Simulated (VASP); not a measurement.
Write the native input for VASP 6.6.1 that does the following.

| Property | Result |
| --- | --- |
| Task | single point |
| Functional | PBE |
| Potentials or basis | VASP PAW PBE potentials, release 64 (P) |
| Cutoff | 520 eV |
| k mesh | 15 × 15 × 15 |
| Occupations | fermi-dirac, width 0.05 eV |
| Spin | no spin polarisation |
| Dipole correction | no |
| Further INCAR settings | ALGO = Normal; EDIFF = 1e-07; NBANDS = 8 |

The structure of P lies in POSCAR:

```
P
1.0
    2.4318124114      0.0000000000      0.0000000000
    0.0000000000      2.4318124114      0.0000000000
    0.0000000000      0.0000000000      2.4318124114
P
1
Direct
    0.0000000000      0.0000000000      0.0000000000
```

This isn't the form of P at room conditions, which is orthorhombic.

One way to write it, as run:

INCAR

```
SYSTEM = P
PREC = Accurate
ENCUT = 520
EDIFF = 1E-7
ISMEAR = -1
SIGMA = 0.05
LREAL = .False.
LASPH = .True.
NELM = 100
ALGO = Normal
ISIF = 2
LWAVE = .False.
LCHARG = .False.
GGA = PE
NBANDS = 8
```

KPOINTS

```
regular mesh
0
Gamma
  15 15 15
  0 0 0
```

Potentials or basis: VASP PAW PBE potentials, release 64 (P).

Run with:

```console
$ cat potpaw_PBE.64/P/POTCAR > POTCAR
$ mpirun -np 1 vasp_std > vasp.out
```

It gave:

* Pressure: 1.9 GPa
* Band gap on the k mesh: zero (an odd number of electrons rules out a gap without spin polarisation)

Run time: 12 s on 1 thread of Intel Xeon 8259CL (shared host), peak memory 0.12 GiB.
